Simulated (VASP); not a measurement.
# Hf (P6_3/mmc) in VASP: a series of runs

The runs below take Hf through single point, relaxation of cell and atoms, with PBEsol.

Everything below comes from runs of VASP 6.6.1. Logs are shortened: lines on timing, memory, paths and dates and some standing lists are left out, and cuts for length are marked.

## 1. The cell of the first run

It takes space group P6_3/mmc (No. 194, hexagonal). Conventional cell: a = 3.150 Å, b = 3.150 Å, c = 5.030 Å, α = 90.00°, β = 90.00°, γ = 120.00°. Within 4.1 Å of Hf (site symmetry -6m2) lie 12 Hf at 3.10 to 3.15 Å.

## 2. Single point, PBEsol

INCAR reads:

```
PREC = Accurate
ENCUT = 520
EDIFF = 1E-6
ISMEAR = -1
SIGMA = 0.05
LREAL = F
LASPH = T
NELM = 60
ALGO = Normal
ISIF = 2
LWAVE = F
LCHARG = T
GGA = PS
LELF = T
LVHAR = T
NBANDS = 17
```

KPOINTS reads:

```
regular mesh
0
Gamma
  6 6 4
```

POSCAR reads:

```
Hf
1.0
    3.1500011236      0.0000000000      0.0000000000
   -1.5750005618      2.7279809950      0.0000000000
    0.0000000000      0.0000000000      5.0296613490
Hf
2
Direct
    0.3333333333      0.6666666667      0.2500000000
    0.6666666667      0.3333333333      0.7500000000
```

Potentials or basis: VASP PAW PBE potentials, release 64 (Hf_pv).

On the command line:

```sh
$ cat potpaw_PBE.64/Hf_pv/POTCAR > POTCAR
$ mpirun -np 1 vasp_std > vasp.out
```

OUTCAR:

```text
PREC = Accurate
   ENCUT = 520
   EDIFF = 1E-6
   ISMEAR = -1
   LREAL = F
   LASPH = T
   NELM = 60
   ISIF = 2
   GGA = PS

 ion  position               nearest neighbor table
   1  0.333  0.667  0.250-   2 3.10   2 3.10   2 3.10   2 3.10   2 3.10   2 3.10
   2  0.667  0.333  0.750-   1 3.10   1 3.10   1 3.10   1 3.10   1 3.10   1 3.10

  LATTYP: Found a hexagonal cell.
 ALAT       =     3.1500011236
 C/A-ratio  =     1.5967173190

  Lattice vectors:

 A1 = (   3.1500011236,   0.0000000000,   0.0000000000)
 A2 = (  -1.5750005618,   2.7279809950,   0.0000000000)
 A3 = (   0.0000000000,   0.0000000000,   5.0296613490)

Analysis of symmetry for initial positions (statically):
=====================================================================
 Subroutine PRICEL returns:
 Original cell was already a primitive cell.

 Routine SETGRP: Setting up the symmetry group for a
 hexagonal supercell.

 Subroutine GETGRP returns: Found 24 space group operations
 (whereof 12 operations were pure point group operations)
 out of a pool of 24 trial point group operations.

The static configuration has the point symmetry D_3d.
 The point group associated with its full space group is D_6h.

Analysis of symmetry for dynamics (positions and initial velocities):
=====================================================================
 Subroutine PRICEL returns:
 Original cell was already a primitive cell.

 Routine SETGRP: Setting up the symmetry group for a
 hexagonal supercell.

 Subroutine GETGRP returns: Found 24 space group operations
 (whereof 12 operations were pure point group operations)
 out of a pool of 24 trial point group operations.

The dynamic configuration has the point symmetry D_3d.
 The point group associated with its full space group is D_6h.

 Subroutine INISYM returns: Found 24 space group operations
 (whereof 12 operations are pure point group operations),
 and found     1 'primitive' translations

----------------------------------------------------------------------------------------

                                     Primitive cell

  volume of cell :      43.2206

  direct lattice vectors                    reciprocal lattice vectors
     3.150001124  0.000000000  0.000000000     0.317460204  0.183285734  0.000000000
    -1.575000562  2.727980995  0.000000000     0.000000000  0.366571469  0.000000000
     0.000000000  0.000000000  5.029661349     0.000000000  0.000000000  0.198820543

  length of vectors
     3.150001124  3.150001124  5.029661349     0.366571469  0.366571469  0.198820543

  position of ions in fractional coordinates (direct lattice)
     0.333333333  0.666666667  0.250000000
     0.666666667  0.333333333  0.750000000

  ion indices of the primitive-cell ions
   primitive index   ion index
                 1           1
                 2           2

----------------------------------------------------------------------------------------

 KPOINTS: regular mesh

Automatic generation of k-mesh.
 Grid dimensions read from file:
 generate k-points for:    6    6    4

 Generating k-lattice:

  Cartesian coordinates                     Fractional coordinates (reciprocal lattice)
     0.052910034  0.030547622  0.000000000     0.166666667 -0.000000000  0.000000000
     0.000000000  0.061095245  0.000000000     0.000000000  0.166666667  0.000000000
     0.000000000  0.000000000  0.049705136     0.000000000  0.000000000  0.250000000

  Length of vectors
     0.061095245  0.061095245  0.049705136

  Shift w.r.t. Gamma in fractional coordinates (k-lattice)
     0.000000000  0.000000000  0.000000000

 Subroutine IBZKPT returns following result:
 ===========================================

 Found     21 irreducible k-points:

 Following reciprocal coordinates:
            Coordinates               Weight
  0.000000  0.000000  0.000000      1.000000
  0.166667 -0.000000  0.000000      6.000000
  0.333333  0.000000  0.000000      6.000000
  0.500000  0.000000  0.000000      3.000000
  0.166667  0.166667  0.000000      6.000000
  0.333333  0.166667  0.000000     12.000000
[... 13 lines left out ...]
  0.333333  0.166667  0.500000     12.000000
  0.333333  0.333333  0.500000      2.000000
   k-points           NKPTS =     21   k-points in BZ     NKDIM =     21   number of bands    NBANDS=     17
   number of dos      NEDOS =    301   number of ions     NIONS =      2
   total plane-waves  NPLWV =  23040
   dimension x,y,z NGX =    24 NGY =   24 NGZ =   40
   dimension x,y,z NGXF=    48 NGYF=   48 NGZF=   80
   ions per type =               2
   NGX,Y,Z   is equivalent  to a cutoff of  12.67, 12.67, 13.22 a.u.
   NGXF,Y,Z  is equivalent  to a cutoff of  25.33, 25.33, 26.44 a.u.
 SYSTEM =  unknown system
   PREC   = accura    normal or accurate (medium, high low for compatibility)
   ISTART =      0    job   : 0-new  1-cont  2-samecut
   ICHARG =      2    charge: 1-file 2-atom 10-const
   ISPIN  =      1    spin polarized calculation?
   LNONCOLLINEAR =      F non collinear calculations
   LSORBIT =      F    spin-orbit coupling
   LASPH  =      T    aspherical Exc in radial PAW
   ENCUT  =  520.0 eV  38.22 Ry    6.18 a.u.   5.86  5.86  9.35*2*pi/ulx,y,z
   NELM   =     60;   NELMIN=  2; NELMDL= -5     # of ELM steps
   EDIFF  = 0.1E-05   stopping-criterion for ELM
   LREAL  =      F    real-space projection
   EDIFFG = 0.1E-04   stopping-criterion for IOM
   NSW    =      0    number of steps for IOM
   IBRION =     -1    ionic relax: 0-MD 1-quasi-New 2-CG
   NFREE  =      0    steps in history (QN), initial steepest desc. (CG)
   ISIF   =      2    stress and relaxation
   ISYM   =      2    0-nonsym 1-usesym 2-fastsym
   POTIM  = 0.5000    time-step for ionic-motion
   TEBEG  =    0.0;   TEEND  =   0.0 temperature during run
   PSTRESS=    0.0 pullay stress
   NELECT =      20.0000    total number of electrons
   NUPDOWN=      -1.0000    fix difference up-down
   EMIN   =  10.00;   EMAX   =-10.00  energy-range for DOS
   EFERMI =   0.00;   METHOD = LEGACY
   ISMEAR =    -1;   SIGMA  =   0.05  broadening in eV -4-tet -1-fermi 0-gaus
   EFERMI_NEDOS =   21; number of points for ismear=-14 and -15
   IALGO  =     38    algorithm
   IMIX   =      4    mixing-type and parameters
     AMIX     =   0.40;   BMIX     =  1.00
     AMIX_MAG =   1.60;   BMIX_MAG =  1.00
  volume/ion in A,a.u.               =      21.61       145.83
  Fermi-wavevector in a.u.,A,eV,Ry     =   1.266255  2.392875 21.815611  1.603402
  Thomas-Fermi vector in A             =   2.399466
   LORBIT       =      0    0 simple, 1 ext, 2 COOP (PROOUT), +10 PAW based schemes
   GGA     = PS    functional components
   LHFCALC =     F    Hartree Fock is set to
   AEXX    =    0.0000 exact exchange contribution
   IVDW    =     0    specifies the selected vdW correction
   LEPSILON=     F    determine dielectric tensor
   LRPA    =     F    only Hartree local field effects (RPA)
 non-spin polarized calculation
  energy-cutoff  :      520.00
  volume of cell :       43.22
 maximum number of plane-waves:      1194
 NGX is ok and might be reduce to    24
   NGX = 11   NGY = 11   NGZ = 19

 number of electron      19.9999996 magnetization

 Free energy of the ion-electron system (eV)
  ---------------------------------------------------
  ext. energy  EPLUGINS =         0.00000000
  ---------------------------------------------------
  free energy    TOTEN  =       -20.98757060 eV

  energy without entropy =      -20.96322655  energy(sigma->0) =      -20.97539857

 E-fermi :   5.0650     XC(G=0): -11.5503

 val. band max:        5.0646482424   @ k =   0.3333   0.3333   0.2500
 cond. band min:       5.0921964870   @ k =   0.0000   0.0000   0.5000
 fundamental gap:      0.0275482446
 Fermi energy:         5.0650338598

 k-point     1 :       0.0000    0.0000    0.0000
  band No.  band energies     occupation
      1     -25.9888      2.00000
      2     -25.1569      2.00000
      3     -25.1569      2.00000
      4     -25.0267      2.00000
      5     -25.0200      2.00000
      6     -25.0200      2.00000
[... 9 lines left out ...]
     16       7.7704      0.00000
     17      10.5337      0.00000

 k-point     2 :       0.1667   -0.0000    0.0000
  band No.  band energies     occupation
      1     -25.9106      2.00000
      2     -25.3244      2.00000
      3     -25.2106      2.00000
      4     -25.1929      2.00000
      5     -25.0622      2.00000
      6     -25.0442      2.00000
[... 9 lines left out ...]
     16       7.8079      0.00000
     17      11.0419      0.00000

 k-point     3 :       0.3333    0.0000    0.0000
  band No.  band energies     occupation
      1     -25.7195      2.00000
      2     -25.6578      2.00000
      3     -25.5121      2.00000
      4     -25.3104      2.00000
      5     -25.1670      2.00000
      6     -25.0980      2.00000
[... 9 lines left out ...]
     16       9.8430      0.00000
     17      11.5516      0.00000

 k-point     4 :       0.5000    0.0000    0.0000
  band No.  band energies     occupation
      1     -25.8221      2.00000
      2     -25.6613      2.00000
      3     -25.5769      2.00000
      4     -25.3578      2.00000
      5     -25.2662      2.00000
      6     -25.1264      2.00000
[... 9 lines left out ...]
     16      11.7029      0.00000
     17      12.1940      0.00000
[... 283 lines left out ...]
      1     -25.6793      2.00000
      2     -25.6793      2.00000
      3     -25.2856      2.00000
      4     -25.2856      2.00000
      5     -25.1834      2.00000
      6     -25.1834      2.00000
[... 9 lines left out ...]
     16       9.8283      0.00000
     17      10.7581      0.00000

 k-point    20 :       0.3333    0.1667    0.5000
  band No.  band energies     occupation
      1     -25.8183      2.00000
      2     -25.8183      2.00000
      3     -25.3907      2.00000
      4     -25.3907      2.00000
      5     -25.1957      2.00000
      6     -25.1957      2.00000
[... 9 lines left out ...]
     16      10.7743      0.00000
     17      12.1756      0.00000

 k-point    21 :       0.3333    0.3333    0.5000
  band No.  band energies     occupation
      1     -25.7669      2.00000
      2     -25.7669      2.00000
      3     -25.5459      2.00000
      4     -25.5459      2.00000
      5     -25.1814      2.00000
      6     -25.1814      2.00000
[... 9 lines left out ...]
     16      10.2996      0.00000
     17      13.9526      0.00000

------------------------ aborting loop because EDIFF is reached ----------------------------------------

  FORCE on cell =-STRESS in cart. coord.  units (eV):
  Direction    XX          YY          ZZ          XY          YZ          ZX
  --------------------------------------------------------------------------------------
  -------------------------------------------------------------------------------------
  Total       -0.0816497     -0.0816497     -0.1115335      0.0000000      0.0000000      0.0000000
  in kB       -3.0267364     -3.0267364     -4.1345220      0.0000000      0.0000000      0.0000000
  external PRESSURE =      -3.3959983 kB  Pullay stress =       0.0000000 kB

 VOLUME and BASIS-vectors are now :
 -----------------------------------------------------------------------------
  energy-cutoff  :      520.00
  volume of cell :       43.22
      direct lattice vectors                 reciprocal lattice vectors
     3.150001124  0.000000000  0.000000000     0.317460204  0.183285734  0.000000000
    -1.575000562  2.727980995  0.000000000     0.000000000  0.366571469  0.000000000
     0.000000000  0.000000000  5.029661349     0.000000000  0.000000000  0.198820543

 POSITION                                       TOTAL-FORCE (eV/Angst)
 -----------------------------------------------------------------------------------
     -0.00000      1.81865      1.25742        -0.000000      0.000000      0.000000
      1.57500      0.90933      3.77225         0.000000     -0.000000      0.000000
 -----------------------------------------------------------------------------------
    total drift:                                0.000000     -0.000000      0.000000

  FREE ENERGIE OF THE ION-ELECTRON SYSTEM (eV)
  ---------------------------------------------------
  free  energy   TOTEN  =       -20.9875706000 eV

  energy  without entropy=      -20.9632265496  energy(sigma->0) =      -20.97539857
```

It took 30 s on 1 thread of Intel Xeon 8259CL, shared host; peak memory 0.16 GiB.

Results:

```
Free energy            : -20.9876 eV
Pressure               : -0.3 GPa
Band gap on the k mesh : zero (bands 10 and 11 overlap by 1.34 eV)
```

Levels at points of the mesh, in eV from the Fermi level:
| k point | band 7 | band 8 | band 9 | band 10 | band 11 | band 12 | band 13 | band 14 |
| --- | --- | --- | --- | --- | --- | --- | --- | --- |
| (0.00, 0.00, 0.00) | -7.57 | -3.91 | 0.65 | 1.13 | 1.13 | 1.31 | 1.96 | 1.96 |
| (0.50, 0.00, 0.00) | -3.47 | -2.95 | -2.42 | -0.75 | 0.77 | 0.80 | 1.62 | 6.12 |
| (0.00, 0.00, 0.50) | -5.55 | -5.55 | 0.03 | 0.03 | 1.03 | 1.03 | 1.03 | 1.03 |
| (0.50, 0.00, 0.50) | -3.59 | -3.59 | -1.14 | -1.14 | 1.25 | 1.25 | 2.69 | 2.69 |

Caveat: the k points lie up to 0.38 Å⁻¹ apart, too coarse for converged energies and pressures of a metal; the PAW data sets were made with another functional, which shifts forces and pressure a little; spin-orbit coupling is left out, which moves the levels of the heavy elements.

## 3. Relaxation of cell and atoms, PBEsol

This run uses another cell than the first one, of 22.38 Å³/atom.

INCAR reads:

```
  PREC = Accurate
  ENCUT = 600
  EDIFF = 1E-7
  ISMEAR = -1
  SIGMA = 0.05
  LREAL = False
  LASPH = True
  NELM = 60
  ALGO = Normal
  ISIF = 3
  LWAVE = False
  LCHARG = False
  GGA = PS
  IBRION = 2
  NSW = 80
  EDIFFG = -0.02
```

KPOINTS reads:

```
Automatic mesh
0
Gamma
  6 6 4
```

POSCAR reads:

```
Hf
1.0
    3.1967000000      0.0000000000      0.0000000000
   -1.5983500000      2.7684230000      0.0000000000
    0.0000000000      0.0000000000      5.0578000000
Hf
2
Direct
    0.3333333333      0.6666666667      0.2500000000
    0.6666666667      0.3333333333      0.7500000000
```

Potentials or basis: VASP PAW PBE potentials, release 64 (Hf_pv).

On the command line:

```sh
$ cat potpaw_PBE.64/Hf_pv/POTCAR > POTCAR
$ mpirun -np 1 vasp_std > vasp.out
```

Run time: 2 min. Hardware: 1 thread of Intel Xeon 8259CL, shared host; peak memory 0.19 GiB.

It converged, with:

| Property | Result |
| --- | --- |
| Free energy | -20.9883 eV |
| Relaxed volume | 21.53 Å³/atom |
| Relaxed cell | a = 3.148 Å, b = 3.148 Å, c = 5.018 Å, α = 90.00°, β = 90.00°, γ = 120.00° |
| Space group after relaxing (to 0.1 Å) | P6_3/mmc (No. 194) |
| Energy gained by relaxing | 10.9 meV/atom |
| Ionic steps | 6 |
| Pressure after relaxing | 0.1 GPa |
| Band gap on the k mesh | zero (bands 10 and 11 overlap by 1.33 eV) |

The path:
| step | energy change (eV) | largest force (eV/Å) | pressure (GPa) | volume (Å³) |
| --- | --- | --- | --- | --- |
| 1 | 0.0000 | 0.0000 | -3.96 | 44.76 |
| 2 | 0.0058 | 0.0000 | 5.04 | 41.27 |
| 3 | -0.0215 | 0.0000 | -0.02 | 43.08 |
| 4 | -0.0215 | 0.0000 | 0.07 | 43.05 |
| 5 | -0.0217 | 0.0000 | 0.06 | 43.06 |
| 6 | -0.0217 | 0.0000 | 0.05 | 43.06 |

Final structure:
```
CELL_PARAMETERS angstrom
3.14789 0.00000 0.00000
-1.57394 2.72615 0.00000
0.00000 0.00000 5.01755
ATOMIC_POSITIONS crystal
Hf 0.33333 0.66667 0.25000
Hf 0.66667 0.33333 0.75000
```

Levels at points of the mesh, in eV from the Fermi level:
```csv
k point,band 6,band 7,band 8,band 9,band 10,band 11,band 12,band 13,band 14
"(0.00, 0.00, 0.00)",-30.07,-7.58,-3.92,0.68,1.13,1.13,1.33,1.97,1.97
"(0.50, 0.00, 0.00)",-30.18,-3.48,-2.96,-2.43,-0.75,0.75,0.81,1.64,6.14
"(0.00, 0.00, 0.50)",-30.14,-5.56,-5.56,0.03,0.03,1.03,1.03,1.03,1.03
"(0.50, 0.00, 0.50)",-30.30,-3.60,-3.60,-1.14,-1.14,1.27,1.27,2.69,2.69
```

Caveat: the k points lie up to 0.38 Å⁻¹ apart in the final cell, too coarse for converged energies and pressures of a metal; the PAW data sets were made with another functional, which shifts forces and pressure a little; spin-orbit coupling is left out, which moves the levels of the heavy elements.
